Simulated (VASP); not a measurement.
# KBr (Fm-3m) in VASP: further runs

The runs below take KBr through single point, relaxation of cell and atoms, with LDA.

Program: VASP 6.6.1. These are calculated values, not measurements. Logs are shortened: lines on timing, memory, paths and dates and some standing lists are left out, and cuts for length are marked.

## 1. The cell of the first run

The structure is cubic, space group Fm-3m (No. 225). Conventional cell: a = 6.371 Å, b = 6.371 Å, c = 6.371 Å, α = 90.00°, β = 90.00°, γ = 90.00°. Within 4.2 Å of K (site symmetry m-3m) lie 6 Br at 3.19 Å. Within 4.2 Å of Br (site symmetry m-3m) lie 6 K at 3.19 Å.

## 2. Single point, LDA

Contents of INCAR:

```
SYSTEM = KBr
ALGO = Normal ; EDIFF = 1E-6
ENCUT = 520 ; GGA = CA
ISIF = 2 ; ISMEAR = 0
LASPH = .TRUE. ; LCHARG = .FALSE.
LREAL = .FALSE. ; LWAVE = .FALSE.
NBANDS = 15 ; NELM = 80
PREC = Accurate ; SIGMA = 0.02
```

Contents of KPOINTS:

```
k-points
0
G
  6 6 6
  0 0 0
```

Contents of POSCAR:

```
KBr
1.0
    0.0000000000      3.1856269859      3.1856269859
    3.1856269859      0.0000000000      3.1856269859
    3.1856269859      3.1856269859      0.0000000000
K Br
1 1
Direct
    0.0000000000      0.0000000000      0.0000000000
    0.5000000000      0.5000000000      0.5000000000
```

Potentials or basis: VASP PAW LDA potentials, release 64 (K_sv, Br).

Run with:

```sh
cat potpaw_LDA.64/K_sv/POTCAR potpaw_LDA.64/Br/POTCAR > POTCAR
mpirun -np 1 vasp_std > vasp.out
```

OUTCAR:

```text
SYSTEM = KBr
   EDIFF = 1E-6
   ENCUT = 520
   GGA = CA
   ISIF = 2
   ISMEAR = 0
   LASPH = .TRUE.
   LREAL = .FALSE.
   NELM = 80
   PREC = Accurate

 ion  position               nearest neighbor table
   1  0.000  0.000  0.000-   2 3.19   2 3.19   2 3.19   2 3.19   2 3.19   2 3.19
   2  0.500  0.500  0.500-   1 3.19   1 3.19   1 3.19   1 3.19   1 3.19   1 3.19

  LATTYP: Found a face centered cubic cell.
 ALAT       =     6.3712539718

  Lattice vectors:

 A1 = (   0.0000000000,   3.1856269859,   3.1856269859)
 A2 = (   3.1856269859,   0.0000000000,   3.1856269859)
 A3 = (   3.1856269859,   3.1856269859,   0.0000000000)

Analysis of symmetry for initial positions (statically):
=====================================================================
 Subroutine PRICEL returns:
 Original cell was already a primitive cell.

 Routine SETGRP: Setting up the symmetry group for a
 face centered cubic supercell.

 Subroutine GETGRP returns: Found 48 space group operations
 (whereof 48 operations were pure point group operations)
 out of a pool of 48 trial point group operations.

The static configuration has the point symmetry O_h .

Analysis of symmetry for dynamics (positions and initial velocities):
=====================================================================
 Subroutine PRICEL returns:
 Original cell was already a primitive cell.

 Routine SETGRP: Setting up the symmetry group for a
 face centered cubic supercell.

 Subroutine GETGRP returns: Found 48 space group operations
 (whereof 48 operations were pure point group operations)
 out of a pool of 48 trial point group operations.

The dynamic configuration has the point symmetry O_h .

 Subroutine INISYM returns: Found 48 space group operations
 (whereof 48 operations are pure point group operations),
 and found     1 'primitive' translations

----------------------------------------------------------------------------------------

                                     Primitive cell

  volume of cell :      64.6569

  direct lattice vectors                    reciprocal lattice vectors
     0.000000000  3.185626986  3.185626986    -0.156954974  0.156954974  0.156954974
     3.185626986  0.000000000  3.185626986     0.156954974 -0.156954974  0.156954974
     3.185626986  3.185626986  0.000000000     0.156954974  0.156954974 -0.156954974

  length of vectors
     4.505156888  4.505156888  4.505156888     0.271853989  0.271853989  0.271853989

  position of ions in fractional coordinates (direct lattice)
     0.000000000  0.000000000  0.000000000
     0.500000000  0.500000000  0.500000000

  ion indices of the primitive-cell ions
   primitive index   ion index
                 1           1
                 2           2

----------------------------------------------------------------------------------------

 KPOINTS: k-points

Automatic generation of k-mesh.
 Grid dimensions read from file:
 generate k-points for:    6    6    6

 Generating k-lattice:

  Cartesian coordinates                     Fractional coordinates (reciprocal lattice)
    -0.026159162  0.026159162  0.026159162     0.166666667  0.000000000  0.000000000
     0.026159162 -0.026159162  0.026159162     0.000000000  0.166666667  0.000000000
     0.026159162  0.026159162 -0.026159162     0.000000000  0.000000000  0.166666667

  Length of vectors
     0.045308998  0.045308998  0.045308998

  Shift w.r.t. Gamma in fractional coordinates (k-lattice)
     0.000000000  0.000000000  0.000000000

 Subroutine IBZKPT returns following result:
 ===========================================

 Found     16 irreducible k-points:

 Following reciprocal coordinates:
            Coordinates               Weight
  0.000000  0.000000  0.000000      1.000000
  0.166667  0.000000  0.000000      8.000000
  0.333333  0.000000  0.000000      8.000000
  0.500000  0.000000  0.000000      4.000000
  0.166667  0.166667  0.000000      6.000000
  0.333333  0.166667  0.000000     24.000000
[... 8 lines left out ...]
 -0.333333  0.333333  0.166667     24.000000
 -0.333333  0.500000  0.166667     12.000000
   k-points           NKPTS =     16   k-points in BZ     NKDIM =     16   number of bands    NBANDS=     15
   number of dos      NEDOS =    301   number of ions     NIONS =      2
   total plane-waves  NPLWV =  46656
   dimension x,y,z NGX =    36 NGY =   36 NGZ =   36
   dimension x,y,z NGXF=    72 NGYF=   72 NGZF=   72
   ions per type =               1   1
   NGX,Y,Z   is equivalent  to a cutoff of  13.28, 13.28, 13.28 a.u.
   NGXF,Y,Z  is equivalent  to a cutoff of  26.57, 26.57, 26.57 a.u.
 SYSTEM =  KBr
   PREC   = accura    normal or accurate (medium, high low for compatibility)
   ISTART =      0    job   : 0-new  1-cont  2-samecut
   ICHARG =      2    charge: 1-file 2-atom 10-const
   ISPIN  =      1    spin polarized calculation?
   LNONCOLLINEAR =      F non collinear calculations
   LSORBIT =      F    spin-orbit coupling
   LASPH  =      T    aspherical Exc in radial PAW
   ENCUT  =  520.0 eV  38.22 Ry    6.18 a.u.   8.38  8.38  8.38*2*pi/ulx,y,z
   NELM   =     80;   NELMIN=  2; NELMDL= -5     # of ELM steps
   EDIFF  = 0.1E-05   stopping-criterion for ELM
   LREAL  =      F    real-space projection
   EDIFFG = 0.1E-04   stopping-criterion for IOM
   NSW    =      0    number of steps for IOM
   IBRION =     -1    ionic relax: 0-MD 1-quasi-New 2-CG
   NFREE  =      0    steps in history (QN), initial steepest desc. (CG)
   ISIF   =      2    stress and relaxation
   ISYM   =      2    0-nonsym 1-usesym 2-fastsym
   POTIM  = 0.5000    time-step for ionic-motion
   TEBEG  =    0.0;   TEEND  =   0.0 temperature during run
   PSTRESS=    0.0 pullay stress
   NELECT =      16.0000    total number of electrons
   NUPDOWN=      -1.0000    fix difference up-down
   EMIN   =  10.00;   EMAX   =-10.00  energy-range for DOS
   EFERMI =   0.00;   METHOD = LEGACY
   ISMEAR =     0;   SIGMA  =   0.02  broadening in eV -4-tet -1-fermi 0-gaus
   EFERMI_NEDOS =   21; number of points for ismear=-14 and -15
   IALGO  =     38    algorithm
   IMIX   =      4    mixing-type and parameters
     AMIX     =   0.40;   BMIX     =  1.00
     AMIX_MAG =   1.60;   BMIX_MAG =  1.00
  volume/ion in A,a.u.               =      32.33       218.16
  Fermi-wavevector in a.u.,A,eV,Ry     =   1.027803  1.942266 14.372911  1.056379
  Thomas-Fermi vector in A             =   2.161767
   LORBIT       =      0    0 simple, 1 ext, 2 COOP (PROOUT), +10 PAW based schemes
   GGA     = CA    functional components
   LHFCALC =     F    Hartree Fock is set to
   AEXX    =    0.0000 exact exchange contribution
   IVDW    =     0    specifies the selected vdW correction
   LEPSILON=     F    determine dielectric tensor
   LRPA    =     F    only Hartree local field effects (RPA)
 non-spin polarized calculation
 Gauss-broadening in eV      SIGMA  =   0.02
  energy-cutoff  :      520.00
  volume of cell :       64.66
 maximum number of plane-waves:      1807
 NGX is ok and might be reduce to    36
   NGX = 17   NGY = 17   NGZ = 17

 number of electron      16.0000000 magnetization

 Free energy of the ion-electron system (eV)
  ---------------------------------------------------
  ext. energy  EPLUGINS =         0.00000000
  ---------------------------------------------------
  free energy    TOTEN  =        -6.83455623 eV

  energy without entropy =       -6.83455623  energy(sigma->0) =       -6.83455623

 E-fermi :  -1.2849     XC(G=0):  -8.3173

 val. band max:       -1.4443112006   @ k =   0.0000   0.0000   0.0000
 cond. band min:       2.8854869914   @ k =   0.0000   0.0000   0.0000
 fundamental gap:      4.3297981920
 Fermi energy:        -1.2848671294

 k-point     1 :       0.0000    0.0000    0.0000
  band No.  band energies     occupation
      1     -28.6546      2.00000
      2     -13.9126      2.00000
      3     -12.3798      2.00000
      4     -12.3798      2.00000
      5     -12.3798      2.00000
      6      -1.4443      2.00000
      7      -1.4443      2.00000
      8      -1.4443      2.00000
      9       2.8855      0.00000
     10       5.8947      0.00000
     11       5.8947      0.00000
     12       5.8947      0.00000
     13       6.8429      0.00000
     14       6.8429      0.00000
     15       9.9997      0.00000

 k-point     2 :       0.1667    0.0000    0.0000
  band No.  band energies     occupation
      1     -28.6518      2.00000
      2     -13.9689      2.00000
      3     -12.3818      2.00000
      4     -12.3818      2.00000
      5     -12.2995      2.00000
      6      -1.9182      2.00000
      7      -1.5670      2.00000
      8      -1.5670      2.00000
      9       3.6349      0.00000
     10       5.7648      0.00000
     11       6.2588      0.00000
     12       6.2588      0.00000
     13       7.2742      0.00000
     14       7.2742      0.00000
     15      11.0543      0.00000

 k-point     3 :       0.3333    0.0000    0.0000
  band No.  band energies     occupation
      1     -28.6462      2.00000
      2     -14.0684      2.00000
      3     -12.3857      2.00000
      4     -12.3857      2.00000
      5     -12.1503      2.00000
      6      -2.6332      2.00000
      7      -1.7929      2.00000
      8      -1.7929      2.00000
      9       4.7055      0.00000
     10       6.2373      0.00000
     11       7.2353      0.00000
     12       7.2353      0.00000
     13       8.3421      0.00000
     14       8.3421      0.00000
     15      10.3902      0.00000

 k-point     4 :       0.5000    0.0000    0.0000
  band No.  band energies     occupation
      1     -28.6434      2.00000
      2     -14.1132      2.00000
      3     -12.3876      2.00000
      4     -12.3876      2.00000
      5     -12.0799      2.00000
      6      -2.9281      2.00000
      7      -1.8977      2.00000
      8      -1.8977      2.00000
      9       5.0240      0.00000
     10       6.8626      0.00000
     11       8.3465      0.00000
     12       8.3465      0.00000
     13       8.7217      0.00000
     14       8.7217      0.00000
     15       9.9321      0.00000
[... 163 lines left out ...]
 k-point    14 :       0.5000    0.3333    0.1667
  band No.  band energies     occupation
      1     -28.6427      2.00000
      2     -13.9718      2.00000
      3     -12.4459      2.00000
      4     -12.4155      2.00000
      5     -12.2398      2.00000
      6      -2.5272      2.00000
      7      -1.9024      2.00000
      8      -1.8926      2.00000
      9       5.0915      0.00000
     10       5.6977      0.00000
     11       7.4327      0.00000
     12       8.2756      0.00000
     13       8.4377      0.00000
     14       8.6667      0.00000
     15       9.8624      0.00000

 k-point    15 :      -0.3333    0.3333    0.1667
  band No.  band energies     occupation
      1     -28.6409      2.00000
      2     -13.9550      2.00000
      3     -12.4623      2.00000
      4     -12.4413      2.00000
      5     -12.2329      2.00000
      6      -2.4748      2.00000
      7      -2.0941      2.00000
      8      -1.9524      2.00000
      9       5.6079      0.00000
     10       5.9845      0.00000
     11       7.2651      0.00000
     12       7.8342      0.00000
     13       8.9816      0.00000
     14       9.4051      0.00000
     15       9.9469      0.00000

 k-point    16 :      -0.3333    0.5000    0.1667
  band No.  band energies     occupation
      1     -28.6401      2.00000
      2     -13.8665      2.00000
      3     -12.5102      2.00000
      4     -12.4633      2.00000
      5     -12.3075      2.00000
      6      -2.2919      2.00000
      7      -2.0518      2.00000
      8      -1.9854      2.00000
      9       4.8216      0.00000
     10       6.5959      0.00000
     11       6.8124      0.00000
     12       7.9555      0.00000
     13       8.6732      0.00000
     14       9.5048      0.00000
     15      10.1511      0.00000

------------------------ aborting loop because EDIFF is reached ----------------------------------------

  FORCE on cell =-STRESS in cart. coord.  units (eV):
  Direction    XX          YY          ZZ          XY          YZ          ZX
  --------------------------------------------------------------------------------------
  -------------------------------------------------------------------------------------
  Total        0.0394217      0.0394217      0.0394217      0.0000000      0.0000000     -0.0000000
  in kB        0.9768567      0.9768567      0.9768567      0.0000000      0.0000000     -0.0000000
  external PRESSURE =       0.9768567 kB  Pullay stress =       0.0000000 kB

 VOLUME and BASIS-vectors are now :
 -----------------------------------------------------------------------------
  energy-cutoff  :      520.00
  volume of cell :       64.66
      direct lattice vectors                 reciprocal lattice vectors
     0.000000000  3.185626986  3.185626986    -0.156954974  0.156954974  0.156954974
     3.185626986  0.000000000  3.185626986     0.156954974 -0.156954974  0.156954974
     3.185626986  3.185626986  0.000000000     0.156954974  0.156954974 -0.156954974

 POSITION                                       TOTAL-FORCE (eV/Angst)
 -----------------------------------------------------------------------------------
      0.00000      0.00000      0.00000         0.000000     -0.000000      0.000000
      3.18563      3.18563      3.18563        -0.000000      0.000000     -0.000000
 -----------------------------------------------------------------------------------
    total drift:                                0.000000      0.000000      0.000000

  FREE ENERGIE OF THE ION-ELECTRON SYSTEM (eV)
  ---------------------------------------------------
  free  energy   TOTEN  =        -6.8345562303 eV

  energy  without entropy=       -6.8345562303  energy(sigma->0) =       -6.83455623
```

Wall time 6 s (1 thread of Intel Xeon 6975P-C (Granite Rapids), shared host); peak memory 0.17 GiB.

What came out:

- Free energy: -6.8346 eV
- Pressure: 0.1 GPa
- Band gap on the k mesh: 4.33 eV, direct

A hybrid or GW would open this gap; LDA tends to underestimate it.

## 3. Relaxation of cell and atoms, LDA

Contents of INCAR:

```
ALGO     = Normal         # electronic algorithm
EDIFF    = 1E-6           # SCF threshold, eV
EDIFFG   = -0.005         # ionic threshold
ENCUT    = 600            # plane-wave cutoff, eV
GGA      = CA             # functional
IBRION   = 2              # ionic algorithm
ISIF     = 3              # what is computed and relaxed
ISMEAR   = 0              # smearing method
LASPH    = T              # aspherical terms in the spheres
LCHARG   = F              # write CHGCAR
LREAL    = F              # projectors in reciprocal space
LWAVE    = F              # write WAVECAR
NELM     = 60             # most SCF steps
NSW      = 100            # ionic steps
PREC     = Accurate       # precision mode
SIGMA    = 0.02           # smearing width, eV
```

Contents of KPOINTS:

```
k-points
0
Gamma
  6 6 6
```

POSCAR is that of step 2.

Potentials or basis: VASP PAW LDA potentials, release 64 (K_sv, Br).

Run with:

```sh
cat potpaw_LDA.64/K_sv/POTCAR potpaw_LDA.64/Br/POTCAR > POTCAR
mpirun -np 1 vasp_std > vasp.out
```

It took 17 s on 1 thread of Intel Xeon 6975P-C (Granite Rapids), shared host; peak memory 0.18 GiB.

Results (log left out):

```yaml
Free_energy: -6.8347 eV
Relaxed_volume: 32.49 Å³/atom
Relaxed_cell: a = 4.513 Å, b = 4.513 Å, c = 4.513 Å, α = 60.00°, β = 60.00°, γ = 60.00°
Space_group_after_relaxing_to_0.05_Å: Fm-3m (No. 225)
Energy_gained_by_relaxing: 0.1 meV/atom
Ionic_steps: 6
Pressure_after_relaxing: 0.0 GPa
Band_gap_on_the_k_mesh: 4.32 eV, direct
```

Step by step:
```csv
step,energy change (eV),largest force (eV/Å),pressure (GPa),volume (Å³)
1,0.0000,0.0000,0.10,64.66
2,-0.0001,0.0000,0.04,64.85
3,-0.0001,0.0000,0.05,64.94
4,-0.0001,0.0000,-0.04,65.11
5,-0.0001,0.0000,-0.04,65.03
6,-0.0001,0.0000,-0.01,64.99
```

Final structure:
```
K Br
1.0
     0.00000    3.19103    3.19103
     3.19103    0.00000    3.19103
     3.19103    3.19103    0.00000
K Br
1 1
Cartesian
  0.0000 0.0000 0.0000
  3.1910 3.1910 3.1910
```

Levels at points of the mesh, in eV from the valence-band top:
```csv
k point,band 5,band 6,band 7,band 8,band 9,band 10,band 11,band 12
"(0.00, 0.00, 0.00)",-10.94,0.00,0.00,0.00,4.32,7.34,7.34,7.34
"(0.50, 0.00, 0.00)",-10.65,-1.47,-0.45,-0.45,6.46,8.29,9.78,9.78
"(0.50, 0.50, 0.00)",-11.00,-0.96,-0.33,-0.33,5.41,7.24,9.35,9.71
```

Expect the measured gap to be larger: semilocal functionals such as LDA lack the derivative discontinuity.
